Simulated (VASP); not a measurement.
# BMoW3 (Pm-3m) in VASP: notebook

BMoW3 is run at these levels: PBE; tasks: single point, relaxation of cell and atoms.

All numbers are computed with VASP 6.6.1; they aren't measurements. Logs are shortened: lines on timing, memory, paths and dates and some standing lists are left out, and cuts for length are marked.

### Step 1. The cell of the first run

The structure is cubic, space group Pm-3m (No. 221). Conventional cell: a = 4.200 Å, b = 4.200 Å, c = 4.200 Å, α = 90.00°, β = 90.00°, γ = 90.00°. B (site symmetry m-3m) has 6 W at 2.10 Å within 2.8 Å. Within 3.9 Å of Mo (site symmetry m-3m) lie 12 W at 2.97 Å and 8 B at 3.64 Å. W (site symmetry 4/mmm) has 2 B at 2.10 Å within 2.8 Å.

The cell was generated, and may not be a known phase.

### Step 2. Single point, PBE, collinear spin

INCAR

```
SYSTEM = BMoW3
PREC     = Accurate       ! precision mode
ENCUT    = 520            ! plane-wave cutoff, eV
EDIFF    = 1E-7           ! SCF threshold, eV
ISMEAR   = 0              ! smearing method
SIGMA    = 0.1            ! smearing width, eV
LREAL    = .False.        ! projectors in reciprocal space
LASPH    = .True.         ! aspherical terms in the spheres
NELM     = 150            ! most SCF steps
ALGO     = Fast           ! electronic algorithm
ISIF     = 2              ! what is computed and relaxed
LWAVE    = .False.        ! write WAVECAR
LCHARG   = .False.        ! write CHGCAR
ISPIN    = 2              ! spin polarisation
MAGMOM   = 0 1 0 0 0      ! initial moments
LORBIT   = 11             ! projections on sites
LMAXMIX  = 4              ! l up to which the mixer works
GGA      = PE             ! functional
NBANDS   = 42             ! bands
```

KPOINTS

```
regular mesh
0
Gamma
  4 4 4
  0 0 0
```

POSCAR

```
BMoW3
1.0
    4.1995384379      0.0000000000      0.0000000000
    0.0000000000      4.1995384379      0.0000000000
    0.0000000000      0.0000000000      4.1995384379
B Mo W
1 1 3
Direct
    0.5000000000      0.5000000000      0.5000000000
    0.0000000000      0.0000000000      0.0000000000
    0.5000000000      0.0000000000      0.5000000000
    0.0000000000      0.5000000000      0.5000000000
    0.5000000000      0.5000000000      0.0000000000
```

Potentials or basis: VASP PAW PBE potentials, release 64 (B, Mo_sv, W_sv).

Command:

```console
cat potpaw_PBE.64/B/POTCAR potpaw_PBE.64/Mo_sv/POTCAR potpaw_PBE.64/W_sv/POTCAR > POTCAR
mpirun -np 1 vasp_std > vasp.out
```

OUTCAR:

```text
SYSTEM = BMoW3
   PREC = Accurate
   ENCUT = 520
   EDIFF = 1E-7
   ISMEAR = 0
   LREAL = .False.
   LASPH = .True.
   NELM = 150
   ISIF = 2
   ISPIN = 2
   LORBIT = 11
   GGA = PE

 ion  position               nearest neighbor table
   1  0.500  0.500  0.500-   3 2.10   4 2.10   5 2.10   5 2.10   3 2.10   4 2.10
   2  0.000  0.000  0.000-   3 2.97   4 2.97   5 2.97   3 2.97   4 2.97   4 2.97   5 2.97   4 2.97
                             3 2.97   5 2.97   3 2.97   5 2.97
   3  0.500  0.000  0.500-   1 2.10   1 2.10   4 2.97   5 2.97   2 2.97   5 2.97   2 2.97   4 2.97
                             5 2.97   5 2.97   2 2.97   4 2.97   2 2.97   4 2.97
   4  0.000  0.500  0.500-   1 2.10   1 2.10   3 2.97   5 2.97   2 2.97   5 2.97   2 2.97   3 2.97
                             2 2.97   2 2.97   3 2.97   5 2.97   5 2.97   3 2.97
   5  0.500  0.500  0.000-   1 2.10   1 2.10   3 2.97   4 2.97   2 2.97   3 2.97   4 2.97   2 2.97
                             3 2.97   3 2.97   2 2.97   4 2.97   4 2.97   2 2.97

  LATTYP: Found a simple cubic cell.
 ALAT       =     4.1995384379

  Lattice vectors:

 A1 = (   4.1995384379,   0.0000000000,   0.0000000000)
 A2 = (   0.0000000000,   4.1995384379,   0.0000000000)
 A3 = (   0.0000000000,   0.0000000000,   4.1995384379)

Analysis of symmetry for initial positions (statically):
=====================================================================
 Subroutine PRICEL returns:
 Original cell was already a primitive cell.

 Routine SETGRP: Setting up the symmetry group for a
 simple cubic supercell.

 Subroutine GETGRP returns: Found 48 space group operations
 (whereof 48 operations were pure point group operations)
 out of a pool of 48 trial point group operations.

The static configuration has the point symmetry O_h .

Analysis of symmetry for dynamics (positions and initial velocities):
=====================================================================
 Subroutine PRICEL returns:
 Original cell was already a primitive cell.

 Routine SETGRP: Setting up the symmetry group for a
 simple cubic supercell.

 Subroutine GETGRP returns: Found 48 space group operations
 (whereof 48 operations were pure point group operations)
 out of a pool of 48 trial point group operations.

The dynamic configuration has the point symmetry O_h .

Analysis of structural, dynamic, and magnetic symmetry:
=====================================================================
 Subroutine PRICEL returns:
 Original cell was already a primitive cell.

 Routine SETGRP: Setting up the symmetry group for a
 simple cubic supercell.

 Subroutine GETGRP returns: Found 48 space group operations
 (whereof 48 operations were pure point group operations)
 out of a pool of 48 trial point group operations.

The overall configuration has the point symmetry O_h .

 Subroutine INISYM returns: Found 48 space group operations
 (whereof 48 operations are pure point group operations),
 and found     1 'primitive' translations

----------------------------------------------------------------------------------------

                                     Primitive cell

  volume of cell :      74.0636

  direct lattice vectors                    reciprocal lattice vectors
     4.199538438  0.000000000  0.000000000     0.238121407  0.000000000  0.000000000
     0.000000000  4.199538438  0.000000000     0.000000000  0.238121407  0.000000000
     0.000000000  0.000000000  4.199538438     0.000000000  0.000000000  0.238121407

  length of vectors
     4.199538438  4.199538438  4.199538438     0.238121407  0.238121407  0.238121407

  position of ions in fractional coordinates (direct lattice)
     0.500000000  0.500000000  0.500000000
     0.000000000  0.000000000  0.000000000
     0.500000000  0.000000000  0.500000000
     0.000000000  0.500000000  0.500000000
     0.500000000  0.500000000  0.000000000

  ion indices of the primitive-cell ions
   primitive index   ion index
                 1           1
                 2           2
                 3           3
                 4           4
                 5           5

----------------------------------------------------------------------------------------

 KPOINTS: regular mesh

Automatic generation of k-mesh.
 Grid dimensions read from file:
 generate k-points for:    4    4    4

 Generating k-lattice:

  Cartesian coordinates                     Fractional coordinates (reciprocal lattice)
     0.059530352  0.000000000  0.000000000     0.250000000  0.000000000  0.000000000
     0.000000000  0.059530352  0.000000000     0.000000000  0.250000000  0.000000000
     0.000000000  0.000000000  0.059530352     0.000000000  0.000000000  0.250000000

  Length of vectors
     0.059530352  0.059530352  0.059530352

  Shift w.r.t. Gamma in fractional coordinates (k-lattice)
     0.000000000  0.000000000  0.000000000

 Subroutine IBZKPT returns following result:
 ===========================================

 Found     10 irreducible k-points:

 Following reciprocal coordinates:
            Coordinates               Weight
  0.000000  0.000000  0.000000      1.000000
  0.250000  0.000000  0.000000      6.000000
  0.500000  0.000000  0.000000      3.000000
  0.250000  0.250000  0.000000     12.000000
  0.500000  0.250000  0.000000     12.000000
  0.500000  0.500000  0.000000      3.000000
  0.250000  0.250000  0.250000      8.000000
  0.500000  0.250000  0.250000     12.000000
  0.500000  0.500000  0.250000      6.000000
  0.500000  0.500000  0.500000      1.000000
   k-points           NKPTS =     10   k-points in BZ     NKDIM =     10   number of bands    NBANDS=     42
   number of dos      NEDOS =    301   number of ions     NIONS =      5
   total plane-waves  NPLWV =  32768
   dimension x,y,z NGX =    32 NGY =   32 NGZ =   32
   dimension x,y,z NGXF=    64 NGYF=   64 NGZF=   64
   ions per type =               1   1   3
   NGX,Y,Z   is equivalent  to a cutoff of  12.67, 12.67, 12.67 a.u.
   NGXF,Y,Z  is equivalent  to a cutoff of  25.34, 25.34, 25.34 a.u.
 SYSTEM =  BMoW3
   PREC   = accura    normal or accurate (medium, high low for compatibility)
   ISTART =      0    job   : 0-new  1-cont  2-samecut
   ICHARG =      2    charge: 1-file 2-atom 10-const
   ISPIN  =      2    spin polarized calculation?
   LNONCOLLINEAR =      F non collinear calculations
   LSORBIT =      F    spin-orbit coupling
   LASPH  =      T    aspherical Exc in radial PAW
   ENCUT  =  520.0 eV  38.22 Ry    6.18 a.u.   7.81  7.81  7.81*2*pi/ulx,y,z
   NELM   =    150;   NELMIN=  2; NELMDL= -5     # of ELM steps
   EDIFF  = 0.1E-06   stopping-criterion for ELM
   LREAL  =      F    real-space projection
   EDIFFG = 0.1E-05   stopping-criterion for IOM
   NSW    =      0    number of steps for IOM
   IBRION =     -1    ionic relax: 0-MD 1-quasi-New 2-CG
   NFREE  =      0    steps in history (QN), initial steepest desc. (CG)
   ISIF   =      2    stress and relaxation
   ISYM   =      2    0-nonsym 1-usesym 2-fastsym
   POTIM  = 0.5000    time-step for ionic-motion
   TEBEG  =    0.0;   TEEND  =   0.0 temperature during run
   PSTRESS=    0.0 pullay stress
   NELECT =      59.0000    total number of electrons
   NUPDOWN=      -1.0000    fix difference up-down
   EMIN   =  10.00;   EMAX   =-10.00  energy-range for DOS
   EFERMI =   0.00;   METHOD = LEGACY
   ISMEAR =     0;   SIGMA  =   0.10  broadening in eV -4-tet -1-fermi 0-gaus
   EFERMI_NEDOS =   21; number of points for ismear=-14 and -15
   IALGO  =     68    algorithm
   IMIX   =      4    mixing-type and parameters
     AMIX     =   0.40;   BMIX     =  1.00
     AMIX_MAG =   1.60;   BMIX_MAG =  1.00
  volume/ion in A,a.u.               =      14.81        99.96
  Fermi-wavevector in a.u.,A,eV,Ry     =   1.517600  2.867848 31.335704  2.303109
  Thomas-Fermi vector in A             =   2.626833
   LORBIT       =     11    0 simple, 1 ext, 2 COOP (PROOUT), +10 PAW based schemes
   GGA     = PE    functional components
   LHFCALC =     F    Hartree Fock is set to
   AEXX    =    0.0000 exact exchange contribution
   IVDW    =     0    specifies the selected vdW correction
   LEPSILON=     F    determine dielectric tensor
   LRPA    =     F    only Hartree local field effects (RPA)
 spin polarized calculation
 RMM-DIIS sequential band-by-band and
 Gauss-broadening in eV      SIGMA  =   0.10
  energy-cutoff  :      520.00
  volume of cell :       74.06
 maximum number of plane-waves:      2012
 NGX is ok and might be reduce to    32
   NGX = 15   NGY = 15   NGZ = 15

 number of electron      59.0000008 magnetization      -0.0002128

 number of electron      59.0000008 magnetization       0.0001061

 Free energy of the ion-electron system (eV)
  ---------------------------------------------------
  ext. energy  EPLUGINS =         0.00000000
  ---------------------------------------------------
  free energy    TOTEN  =       -54.84660332 eV

  energy without entropy =      -54.82739998  energy(sigma->0) =      -54.83700165

 E-fermi :  10.0072     XC(G=0): -13.0750

 val. band max:        9.9167539811   @ k =   0.5000   0.2500   0.2500
 cond. band min:      10.0572966451   @ k =   0.5000   0.2500   0.2500
 fundamental gap:      0.1405426640
 Fermi energy:        10.0071947987

 spin component 1

 k-point     1 :       0.0000    0.0000    0.0000
  band No.  band energies     occupation
      1     -63.7699      1.00000
      2     -63.7050      1.00000
      3     -63.7050      1.00000
      4     -50.7980      1.00000
      5     -28.2873      1.00000
      6     -28.2873      1.00000
[... 33 lines left out ...]
     40      15.8253      0.00000
     41      15.8295      0.00000

 k-point     2 :       0.2500    0.0000    0.0000
  band No.  band energies     occupation
      1     -63.7616      1.00000
      2     -63.7134      1.00000
      3     -63.7051      1.00000
      4     -50.7980      1.00000
      5     -28.2426      1.00000
      6     -28.2426      1.00000
[... 345 lines left out ...]
  band No.  band energies     occupation
      1     -63.7267      1.00000
      2     -63.7267      1.00000
      3     -63.7267      1.00000
      4     -50.7975      1.00000
      5     -28.5508      1.00000
      6     -28.1801      1.00000
[... 33 lines left out ...]
     40      14.1583      0.00000
     41      17.3267      0.00000
 Fermi energy:        10.0071947987

 spin component 2

 k-point     1 :       0.0000    0.0000    0.0000
  band No.  band energies     occupation
      1     -63.7699      1.00000
      2     -63.7050      1.00000
      3     -63.7050      1.00000
      4     -50.7979      1.00000
      5     -28.2873      1.00000
      6     -28.2873      1.00000
[... 33 lines left out ...]
     40      15.8292      0.00000
     41      15.8295      0.00000

 k-point     2 :       0.2500    0.0000    0.0000
  band No.  band energies     occupation
      1     -63.7616      1.00000
      2     -63.7134      1.00000
      3     -63.7051      1.00000
      4     -50.7980      1.00000
      5     -28.2425      1.00000
      6     -28.2425      1.00000
[... 345 lines left out ...]
  band No.  band energies     occupation
      1     -63.7267      1.00000
      2     -63.7267      1.00000
      3     -63.7267      1.00000
      4     -50.7974      1.00000
      5     -28.5507      1.00000
      6     -28.1801      1.00000
[... 33 lines left out ...]
     40      14.1583      0.00000
     41      17.3267      0.00000
 [bands above 41 left out]

------------------------ aborting loop because EDIFF is reached ----------------------------------------

  FORCE on cell =-STRESS in cart. coord.  units (eV):
  Direction    XX          YY          ZZ          XY          YZ          ZX
  --------------------------------------------------------------------------------------
  -------------------------------------------------------------------------------------
  Total        0.2453128      0.2453128      0.2453128     -0.0000000     -0.0000000     -0.0000000
  in kB        5.3067201      5.3067201      5.3067201     -0.0000000     -0.0000000     -0.0000000
  external PRESSURE =       5.3067201 kB  Pullay stress =       0.0000000 kB

 VOLUME and BASIS-vectors are now :
 -----------------------------------------------------------------------------
  energy-cutoff  :      520.00
  volume of cell :       74.06
      direct lattice vectors                 reciprocal lattice vectors
     4.199538438  0.000000000  0.000000000     0.238121407  0.000000000  0.000000000
     0.000000000  4.199538438  0.000000000     0.000000000  0.238121407  0.000000000
     0.000000000  0.000000000  4.199538438     0.000000000  0.000000000  0.238121407

 POSITION                                       TOTAL-FORCE (eV/Angst)
 -----------------------------------------------------------------------------------
      2.09977      2.09977      2.09977         0.000000      0.000000      0.000000
      0.00000      0.00000      0.00000         0.000000      0.000000      0.000000
      2.09977      0.00000      2.09977         0.000000      0.000000      0.000000
      0.00000      2.09977      2.09977         0.000000      0.000000      0.000000
      2.09977      2.09977      0.00000         0.000000      0.000000      0.000000
 -----------------------------------------------------------------------------------
    total drift:                                0.000000     -0.000000     -0.000000

  FREE ENERGIE OF THE ION-ELECTRON SYSTEM (eV)
  ---------------------------------------------------
  free  energy   TOTEN  =       -54.8466033201 eV

  energy  without entropy=      -54.8273999779  energy(sigma->0) =      -54.83700165

 total charge

# of ion       s       p       d       tot
------------------------------------------
    1        0.810   1.432   0.000   2.242
    2        2.320   6.159   3.749  12.228
    3        2.372   6.342   3.328  12.043
    4        2.372   6.342   3.328  12.043
    5        2.372   6.342   3.328  12.043
--------------------------------------------------
tot         10.246  26.619  13.733  50.598

 magnetization (x)

# of ion       s       p       d       tot
------------------------------------------
    1       -0.000  -0.000   0.000  -0.000
    2        0.000   0.000   0.000   0.000
    3        0.000   0.000   0.000   0.000
    4        0.000   0.000   0.000   0.000
    5        0.000   0.000   0.000   0.000
--------------------------------------------------
tot         -0.000  -0.000   0.000   0.000
```

It took 47 s on 1 thread of AMD EPYC 9R45 (Zen 5), shared host; peak memory 0.2 GiB.

What came out:

| Quantity | Value |
| --- | --- |
| Free energy | -54.8466 eV |
| Pressure | 0.5 GPa |
| Net moment | 0.00 μB per cell |
| Valence electrons inside the program's atomic spheres | B 2.24; Mo 12.23; W 12.04 |

Caveat: the k points lie up to 0.37 Å⁻¹ apart; spin-orbit coupling is left out, which moves the levels of the heavy elements.

### Step 3. Relaxation of cell and atoms, PBE

INCAR

```
  ALGO = Fast
  EDIFF = 1E-6
  EDIFFG = -0.01
  ENCUT = 600
  GGA = PE
  IBRION = 2
  ISIF = 3
  ISMEAR = 0
  LASPH = T
  LCHARG = F
  LREAL = F
  LWAVE = F
  NELM = 60
  NSW = 100
  PREC = Accurate
  SIGMA = 0.1
```

KPOINTS

```
k-points
0
Gamma
  10 10 10
```

POSCAR is that of step 2.

Potentials or basis: VASP PAW PBE potentials, release 64 (B, Mo_sv, W_sv).

Command:

```console
cat potpaw_PBE.64/B/POTCAR potpaw_PBE.64/Mo_sv/POTCAR potpaw_PBE.64/W_sv/POTCAR > POTCAR
mpirun -np 1 vasp_std > vasp.out
```

Run time: 5.9 min. Hardware: 1 thread of AMD EPYC 9R45 (Zen 5), shared host; peak memory 0.3 GiB.

It converged, with:

- Free energy: -54.8832 eV
- Relaxed volume: 14.84 Å³/atom
- Relaxed cell: a = 4.202 Å, b = 4.202 Å, c = 4.202 Å, α = 90.00°, β = 90.00°, γ = 90.00°
- Space group after relaxing (to 0.1 Å): Pm-3m (No. 221)
- Energy gained by relaxing: 0.1 meV/atom
- Ionic steps: 3
- Pressure after relaxing: 0.0 GPa
- Band gap on the k mesh: zero (an odd number of electrons rules out a gap without spin polarisation)

Step by step:
```
step  energy change (eV)  largest force (eV/Å)  pressure (GPa)  volume (Å³)
   1              0.0000                0.0000            0.55        74.06
   2              0.0015                0.0000           -1.43        74.61
   3             -0.0003                0.0000            0.01        74.21
```

Final structure:
```yaml
crystal:
  lattice:
    - [4.20236, 0.00000, 0.00000]
    - [0.00000, 4.20236, 0.00000]
    - [0.00000, 0.00000, 4.20236]
  atoms:
    - { symbol: B, position: [0.50000, 0.50000, 0.50000] }
    - { symbol: Mo, position: [0.00000, 0.00000, 0.00000] }
    - { symbol: W, position: [0.50000, 0.00000, 0.50000] }
    - { symbol: W, position: [0.00000, 0.50000, 0.50000] }
    - { symbol: W, position: [0.50000, 0.50000, 0.00000] }
```

Levels at points of the mesh, in eV from the Fermi level:
```
           k point  band 27  band 28  band 29  band 30  band 31  band 32
(0.00, 0.00, 0.00)    -0.48    -0.48    -0.48     1.51     1.51     3.23
(0.50, 0.00, 0.00)    -2.04    -0.19     0.27     0.27     0.44     1.08
(0.50, 0.50, 0.00)    -1.77    -1.59    -0.61    -0.61     0.36     0.75
(0.50, 0.50, 0.50)    -0.76    -0.76    -0.76     0.40     0.40     0.40
```

Caveat: spin-orbit coupling is left out, which moves the levels of the heavy elements.

The gap in the log of VASP goes by the Fermi energy; the results here count the filled bands.